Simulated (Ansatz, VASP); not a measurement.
## AlN in VASP and in Ansatz

```
CELL_PARAMETERS angstrom
3.10778 0.03789 0.01098
-1.52108 2.67324 -0.00243
0.01757 0.00566 4.92292
ATOMIC_POSITIONS crystal
Al 0.37664 0.69366 0.00607
Al 0.67516 0.35462 0.48324
N 0.33624 0.63158 0.37832
N 0.61196 0.32014 0.90237
```

Change from the starting cell: all atoms moved at random (sigma 0.1 Å a component), cell strained at random (sigma 0.01).

Alike in both runs: task single point; functional r2SCAN; k mesh 12 × 12 × 6; occupations gaussian, width 0.05 eV; no spin polarisation.

```csv
,VASP,Ansatz
version,VASP 6.6.1,Ansatz 0.2.0
potentials or method,"VASP PAW PBE potentials, release 64 (Al, N), cutoff 520 eV","scalar-relativistic, plane waves, PAW"
valence electrons in the cell,16,16
```

Ansatz gave:

```
gap on the k mesh at the Fermi level (eV)                     : 4.41
least direct gap on the mesh (eV)                             : 4.41
pressure (GPa)                                                : 11.8
traceless stress, the component that is largest in VASP (GPa) : -20.28
rms of the force components (eV/Å)                            : 2.161
```

**Question.** Which values does VASP return?

**Answer.** gap on the k mesh at the Fermi level (eV): 4.44; least direct gap on the mesh (eV): 4.44; pressure (GPa): 11.6; traceless stress, the component that is largest in VASP (GPa): -20.66; rms of the force components (eV/Å): 2.193.

VASP's potentials were made for PBE, not for r2SCAN. Atom by atom the forces differ by 0.033 eV/Å (rms over components).
